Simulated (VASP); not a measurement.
The system is BaTiO3.

```
CELL_PARAMETERS angstrom
3.70452 -0.01641 0.18507
-0.01641 4.18451 0.02529
0.18591 0.02540 3.89174
ATOMIC_POSITIONS crystal
Ba 0.00791 0.88261 0.95959
Ti 0.50575 0.42212 0.59783
O 0.45838 0.78893 0.98165
O 0.55780 0.89570 0.46569
O 0.97016 0.51063 0.49524
```

Base run:

```yaml
Program: VASP 6.6.1
Functional: LDA
Potentials_or_basis: VASP PAW LDA potentials, release 64 (Ba_sv, Ti_sv, O)
Cutoff: 600 eV
k_mesh: 7 × 7 × 7
Occupations: fermi-dirac, width 0.05 eV
Spin: no spin polarisation
Hubbard_terms: Ti d U = 5.0 eV
```

Its results: band gap on the k mesh zero (bands 20 and 21 overlap by 0.12 eV); pressure 63.9 GPa; largest force 15.401 eV/Å.

Problem. The run is repeated on the same cell with these changes: hubbard terms from Ti d U = 5.0 eV to Ti d U = 8.0 eV. What comes out?

Solution. Band gap on the k mesh zero (bands 20 and 21 overlap by 0.25 eV); pressure 66.9 GPa; largest force 15.294 eV/Å.

Caveats: the cell stands under pressure; spin-orbit coupling is left out, which moves the levels of the heavy elements; U without spin polarisation on a metal has little footing; forces of over 1 eV/Å act on the atoms, so gaps and moduli don't describe the material at rest.
